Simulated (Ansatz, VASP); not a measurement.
## LiH3: VASP beside Ansatz

```
CELL_PARAMETERS angstrom
4.15660 0.00000 0.00000
-2.07830 3.59972 0.00000
0.00000 0.00000 5.38887
ATOMIC_POSITIONS crystal
Li 0.00000 0.00000 0.50000
H 0.00000 0.00000 0.81361
H 0.00000 0.00000 0.18639
H 0.00000 0.00000 0.00000
```

Alike in both runs: functional PBE; k mesh 6 × 6 × 4; occupations gaussian, width 0.1 eV; no spin polarisation.

Ansatz relaxed the structure, and its values are those at the end. VASP's run is a single point on that final structure, the one shown.

```csv
,VASP,Ansatz
version,VASP 6.6.1,Ansatz 0.2.0
potentials or method,"VASP PAW PBE potentials, release 64 (Li_sv, H), cutoff 520 eV","scalar-relativistic, plane waves, PAW"
valence electrons in the cell,6,6
```

```tsv
	VASP	Ansatz	Ansatz less VASP
gap on the k mesh at the Fermi level (eV)	2.41	2.40	-0.003
least direct gap on the mesh (eV)	2.92	2.91	-0.004
rms of the force components (eV/Å)	0.013	0.006	-0.0069
```

Noted on VASP's run: the cutoff is short for stress, so the pressure is rough.
